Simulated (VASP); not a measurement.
BN:

```
B N
1.0
     0.00000    1.81226    1.81226
     1.81226    0.00000    1.81226
     1.81226    1.81226    0.00000
B N
1 1
Direct
  0.00000 0.00000 0.00000
  0.25000 0.25000 0.25000
```

| Item | Value |
| --- | --- |
| Program | VASP 6.6.1 |
| Task | relaxation of cell and atoms |
| Functional | LDA |
| Potentials or basis | VASP PAW LDA potentials, release 64 (B, N) |
| Cutoff | 600 eV |
| k mesh | 10 × 10 × 10 |
| Occupations | fermi-dirac, width 0.02 eV |
| Spin | no spin polarisation |

At the start: pressure -13.2 GPa; volume 5.95 Å³/atom.

Where does the relaxation end?

Over 3 steps the energy falls by 8.6 meV/atom and the volume is 5.75 Å³/atom (-3.4 %); space group F-43m (No. 216, to 0.05 Å).

The path:
```csv
step,energy change (eV),largest force (eV/Å),pressure (GPa),volume (Å³)
1,0.0000,0.0000,-13.17,11.90
2,0.0026,0.0000,15.78,11.08
3,-0.0173,0.0000,-0.10,11.50
```

Final structure:
```
CELL_PARAMETERS angstrom
0.00000 1.79142 1.79142
1.79142 0.00000 1.79142
1.79142 1.79142 0.00000
ATOMIC_POSITIONS crystal
B 0.00000 0.00000 0.00000
N 0.25000 0.25000 0.25000
```
